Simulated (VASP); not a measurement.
Input of a VASP 6.6.1 run:

File INCAR:

```
SYSTEM = BN
  PREC = Accurate
  ENCUT = 520
  EDIFF = 1E-7
  ISMEAR = 0
  SIGMA = 0.05
  LREAL = .FALSE.
  LASPH = .TRUE.
  NELM = 80
  ALGO = Normal
  ISIF = 2
  LWAVE = .FALSE.
  LCHARG = .TRUE.
  LELF = .TRUE.
  LVHAR = .TRUE.
  NBANDS = 16
```

The input KPOINTS:

```
regular mesh
0
G
  12 12 4
  0 0 0
```

The input POSCAR:

```
BN
1.0
    2.4648053352      0.0000000000      0.0000000000
   -1.2324026676      2.1345840357      0.0000000000
    0.0000000000      0.0000000000      5.9847938344
B N
2 2
Direct
    0.3333333333      0.6666666667      0.2500000000
    0.6666666667      0.3333333333      0.7500000000
    0.3333333333      0.6666666667      0.7500000000
    0.6666666667      0.3333333333      0.2500000000
```

Potentials or basis: VASP PAW LDA potentials, release 64 (B, N).

Launch:

```bash
$ cat potpaw_LDA.64/B/POTCAR potpaw_LDA.64/N/POTCAR > POTCAR
$ mpirun -np 1 vasp_std > vasp.out
```

(1) What does it give for the pressure?

(2) What does it give for the band gap on the k mesh?

Answers

(1) 10.4 GPa.

(2) 3.95 eV, indirect (least direct gap 4.27 eV).
